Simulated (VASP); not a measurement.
Si:

```xyz
6
Lattice="-3.3328 3.3328 1.9930 3.3328 -3.3328 1.9930 3.3328 3.3328 -1.9930" Properties=species:S:1:pos:R:3 pbc="T T T"
Si    0.0000    0.0000    1.9930
Si    3.3328    0.0000    0.9965
Si    1.6664    3.0006    1.4947
Si   -1.6664    3.6649    1.4947
Si    0.3321    1.6664    0.4982
Si   -0.3321    4.9991    0.4982
```

The cell was built from a structure type or drawn by symmetry, and may not be a known phase.

* Program: VASP 6.6.1
* Task: relaxation of cell and atoms
* Functional: PBE
* Potentials or basis: VASP PAW PBE potentials, release 64 (Si)
* Cutoff: 600 eV
* k mesh: 6 × 6 × 6
* Occupations: gaussian, width 0.1 eV
* Spin: no spin polarisation

At the start: pressure 34.1 GPa; volume 14.76 Å³/atom.

Q: Where does the relaxation end?

A: Over 5 steps the energy falls by 362.8 meV/atom and the volume is 17.99 Å³/atom (+21.9 %); space group I4_122 (No. 98, to 0.1 Å) before and after.

The path:
```
step  energy change (eV)  largest force (eV/Å)  pressure (GPa)  volume (Å³)
   1              0.0000                3.2480           34.07        88.55
   2             -0.6269                0.7925          -12.57       135.10
   3             -2.1728                0.0817           -1.00       109.08
   4             -2.1765                0.0312           -0.35       108.36
   5             -2.1770                0.0004            0.04       107.93
```

Final structure:
```
Si
1.0
    -3.58066    3.58066    2.10460
     3.58066   -3.58066    2.10460
     3.58066    3.58066   -2.10460
Si
6
Direct
  0.50000 0.50000 0.00000
  0.25000 0.75000 0.50000
  0.83756 0.62500 0.71256
  0.91244 0.12500 0.28744
  0.37500 0.16244 0.28744
  0.87500 0.08756 0.71256
```

Caveat: the volume moved by over 15 % at a fixed basis, so the end points are rough.
